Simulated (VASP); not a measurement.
Write the native input for VASP 6.6.1 that does the following.

```
Task                   : electric field gradients
Functional             : PBEsol
Potentials or basis    : VASP PAW PBE potentials, release 64 (Zn, S)
Cutoff                 : 520 eV
k mesh                 : 8 × 8 × 5
Occupations            : fermi-dirac, width 0.03 eV
Spin                   : no spin polarisation
Dipole correction      : no
Further INCAR settings : ALGO = Normal; EDIFF = 1e-08; NBANDS = 26
```

The structure of ZnS lies in POSCAR:

```
ZnS
1.0
    3.7982528711      0.0000000000      0.0000000000
   -1.8991264355      3.2893834763      0.0000000000
    0.0000000000      0.0000000000      6.2131503459
Zn S
2 2
Direct
    0.3333333333      0.6666666667      0.0000000000
    0.6666666667      0.3333333333      0.5000000000
    0.3333333333      0.6666666667      0.3850000000
    0.6666666667      0.3333333333      0.8850000000
```

This cell differs from its parent crystal: volume scaled by 0.99.

One way to write it, as run:

INCAR

```
ALGO = Normal ; EDIFF = 1E-8
ENCUT = 520 ; GGA = PS
ISIF = 2 ; ISMEAR = -1
LASPH = T ; LCHARG = F
LEFG = T ; LREAL = F
LWAVE = F ; NBANDS = 26
NELM = 60 ; PREC = Accurate
SIGMA = 0.03
```

KPOINTS

```
k-points
0
Gamma
  8 8 5
```

Potentials or basis: VASP PAW PBE potentials, release 64 (Zn, S).

The run is started by

```bash
$ cat potpaw_PBE.64/Zn/POTCAR potpaw_PBE.64/S/POTCAR > POTCAR
$ mpirun -np 1 vasp_std > vasp.out
```

Results of the run:

```yaml
Pressure: -0.3 GPa
Largest_force: 0.321 eV/Å
Band_gap_on_the_k_mesh: 2.16 eV, direct
```

Caveat: without QUAD_EFG the Cq values of the log hold for a quadrupole moment of 1 mb, not for the nuclei; the PAW data sets were made with another functional, which shifts forces and pressure a little.

Run time: 24 s on 1 thread of Intel(R) Xeon(R) 6975P-C (Granite Rapids) (shared host), peak memory 0.21 GiB.
